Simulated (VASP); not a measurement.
# BN: relaxation of the atoms with PBEsol

Crystal: BN.

```
B N
1.0
     2.56597    0.00000    0.00000
    -1.28298    2.22219    0.00000
     0.00000    0.00000    4.19975
B N
2 2
Direct
  0.33333 0.66667 0.99948
  0.66667 0.33333 0.49948
  0.33333 0.66667 0.37452
  0.66667 0.33333 0.87452
```

This cell differs from its parent crystal: strained cell.

* Program: VASP 6.6.1
* Task: relaxation of the atoms
* Functional: PBEsol
* Potentials or basis: VASP PAW PBE potentials, release 64 (B, N)
* Cutoff: 520 eV
* k mesh: 9 × 9 × 6
* Occupations: gaussian, width 0.02 eV
* Spin: no spin polarisation
* Dipole correction: no
* Further INCAR settings: ALGO = Normal; EDIFF = 1e-07; IBRION = 2; EDIFFG = -0.002; NSW = 60

| Item | Value |
| --- | --- |
| Energy gained by relaxing | 0.0 meV/atom |
| Ionic steps | 3 |
| Pressure after relaxing | -6.3 GPa |
| Band gap on the k mesh | 5.03 eV (least direct gap 8.07 eV) |

Stress tensor (GPa, compression positive):
```
-9.63  0.00  0.00
 0.00 -9.63  0.00
 0.00  0.00  0.23
```

Final structure:
```
B N
1.0
     2.56597    0.00000    0.00000
    -1.28298    2.22219    0.00000
     0.00000    0.00000    4.19975
B N
2 2
Direct
  0.33333 0.66667 0.99963
  0.66667 0.33333 0.49963
  0.33333 0.66667 0.37437
  0.66667 0.33333 0.87437
```

Levels at points of the mesh, in eV from the valence-band top:
```csv
k point,band 4,band 5,band 6,band 7,band 8,band 9,band 10,band 11,band 12
"(0.00, 0.00, 0.00)",-2.18,-2.18,-0.23,0.00,0.00,8.17,8.17,8.80,9.12
"(0.00, 0.00, 0.50)",-5.59,-1.21,-1.21,-1.21,-1.21,9.16,9.16,9.73,9.73
```

It took 41 s on 1 thread of Intel Xeon 8259CL, on a shared host, peak memory 0.14 GiB.

Caveat: the cell differs from its parent crystal (strained cell); the PAW data sets were made with another functional, which shifts forces and pressure a little; an odd mesh through Γ misses points on the zone boundary, where band edges can lie.
